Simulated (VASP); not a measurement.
The system is NbAs.

```
Nb As
1.0
    -1.71427    1.71427    5.80080
     1.71427   -1.71427    5.80080
     1.71427    1.71427   -5.80080
Nb As
2 2
Cartesian
  0.0000 1.7143 0.0000
  0.0000 0.0000 8.7012
  0.0000 1.7143 4.8263
  0.0000 0.0000 1.9259
```

This cell differs from its parent crystal: volume scaled by 0.98.

Base run:

```yaml
Program: VASP 6.6.1
Functional: PBEsol
Potentials_or_basis: VASP PAW PBE potentials, release 64 (Nb_sv, As)
Cutoff: 520 eV
k_mesh: 11 × 11 × 11
Occupations: fermi-dirac, width 0.05 eV
Spin: no spin polarisation
```

Its results: pressure 1.4 GPa; largest force 0.316 eV/Å.

**Question.** After a change of settings the same cell gave: pressure 5.7 GPa; largest force 0.307 eV/Å. Which change was it?
A. functional from PBEsol to PBE
B. functional from PBEsol to LDA; potentials or basis from VASP PAW PBE potentials, release 64 (Nb_sv, As) to VASP PAW LDA potentials, release 64 (Nb_sv, As)
C. functional from PBEsol to r2SCAN

**Answer.** C.

Caveats: the PAW data sets were made with another functional, which shifts forces and pressure a little.
